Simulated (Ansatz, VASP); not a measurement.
## BaRe: VASP beside Ansatz

```
CELL_PARAMETERS angstrom
3.63921 0.00000 0.00000
0.00000 3.63921 0.00000
0.00000 0.00000 3.63921
ATOMIC_POSITIONS crystal
Ba 0.00000 0.00000 0.00000
Re 0.50000 0.50000 0.50000
```

Alike in both runs: task single point; functional PBEsol; k mesh 8 × 8 × 8; occupations gaussian, width 0.05 eV; no spin polarisation.

|  | VASP | Ansatz |
| --- | --- | --- |
| version | VASP 6.6.1 | Ansatz 0.2.0 |
| potentials or method | VASP PAW PBE potentials, release 64 (Ba_sv, Re), cutoff 520 eV | scalar-relativistic, plane waves, PAW |
| valence electrons in the cell | 17 | 25 |

|  | VASP | Ansatz | Ansatz less VASP |
| --- | --- | --- | --- |
| gap on the k mesh at the Fermi level (eV) | none | none | - |
| pressure (GPa) | 1.2 | -1.1 | -2.31 |

VASP's potentials were made for PBE, not for PBEsol. A gap of «none» marks a metal or a gap that the smearing closes. VASP's potentials hold 17 valence electrons a cell and Ansatz's 25, so a difference there can come from the potentials and not from the codes.

Spin-orbit coupling is off throughout.
